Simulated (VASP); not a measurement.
A run of VASP 6.6.1 is set up as follows.

File INCAR:

```
PREC = Accurate
ENCUT = 520
EDIFF = 1E-6
ISMEAR = 0
SIGMA = 0.01
LREAL = F
LASPH = T
NELM = 100
ALGO = Normal
ISIF = 2
LWAVE = F
LCHARG = F
GGA = CA
NBANDS = 16
```

The input KPOINTS:

```
regular mesh
0
Gamma
  8 8 8
```

The input POSCAR:

```
InP
1.0
    2.8091783149      2.8091783149      0.0000000000
   -2.8091783149      2.8091783149      0.0000000000
    0.0000000000      2.8091783149      2.8091783149
In P
1 1
Direct
    0.0000000000      0.0000000000      0.0000000000
    0.7500000000      0.2500000000      0.5000000000
```

Potentials or basis: VASP PAW LDA potentials, release 64 (In_d, P).

The run is started by

```bash
$ cat potpaw_LDA.64/In_d/POTCAR potpaw_LDA.64/P/POTCAR > POTCAR
$ mpirun -np 1 vasp_std > vasp.out
```

Question: What does it give for the pressure?

Answer: 10.0 GPa.

Question: Predict the band gap on the k mesh.

Answer: 1.19 eV, direct.

Caveat: spin-orbit coupling is left out, which moves the levels of the heavy elements. As with any semilocal functional, this LDA gap is likely too small.
